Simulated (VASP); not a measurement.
A run of VASP 6.6.1 is set up as follows.

The input INCAR:

```
AGGAC = 1.0
AGGAX = 1.0
ALDAC = 0.0
ALDAX = 1.0
ALGO = Normal
EDIFF = 1E-6
ENCUT = 520
GGA = B5
ISIF = 2
ISMEAR = -1
LASPH = T
LCHARG = F
LREAL = F
LWAVE = F
NBANDS = 12
NELM = 60
PREC = Accurate
SIGMA = 0.05
```

File KPOINTS:

```
k-points
0
Gamma
  10 10 3
```

The input POSCAR:

```
Mg
1.0
    3.1768261656      0.0000000000      0.0000000000
   -1.5884130828      2.7512121628      0.0000000000
    0.0000000000      0.0000000000     10.3188620100
Mg
4
Direct
    0.6666666667      0.3333333333      0.7500000000
    0.0000000000      0.0000000000      0.5000000000
    0.3333333333      0.6666666667      0.2500000000
    0.0000000000      0.0000000000      0.0000000000
```

Potentials or basis: VASP PAW PBE potentials, release 64 (Mg).

Run with:

```sh
$ cat potpaw_PBE.64/Mg/POTCAR > POTCAR
$ mpirun -np 1 vasp_std > vasp.out
```

Estimate the band gap on the k mesh.

zero (band 4 reaches 3.87 eV, above the bottom of band 5 at 1.86 eV).

What does it give for the pressure?

1.6 GPa.

Stress tensor (GPa, compression positive):
```
1.21 0.00 0.00
0.00 1.21 0.00
0.00 0.00 2.33
```

Caveat: the PAW data sets were made with another functional, which shifts forces and pressure a little.
